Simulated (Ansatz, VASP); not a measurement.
## One calculation of P, two programs

```
P
1.0
     3.28000    0.00000    0.00000
    -1.64000    2.84056    0.00000
     0.00000    0.00000   28.00000
P
2
Direct
  0.33333 0.66667 0.51873
  0.66667 0.33333 0.48127
```

Alike in both runs: task single point; functional r2SCAN; k mesh 9 × 9 × 1; occupations gaussian, width 0.02 eV; no spin polarisation.

|  | VASP | Ansatz |
| --- | --- | --- |
| version | VASP 6.6.1 | Ansatz 0.2.0 |
| potentials or method | VASP PAW PBE potentials, release 64 (P), cutoff 520 eV | scalar-relativistic, plane waves, PAW |
| valence electrons in the cell | 10 | 10 |

Ansatz gave:

| Property | Result |
| --- | --- |
| gap on the k mesh at the Fermi level (eV) | 1.01 |
| least direct gap on the mesh (eV) | 1.65 |
| rms of the force components (eV/Å) | 1.713 |

Question: What did VASP give for the same quantities?

Answer: gap on the k mesh at the Fermi level (eV): 1.07; least direct gap on the mesh (eV): 1.70; rms of the force components (eV/Å): 1.622.

VASP's potentials were made for PBE, not for r2SCAN. Atom by atom the forces differ by 0.091 eV/Å (rms over components).
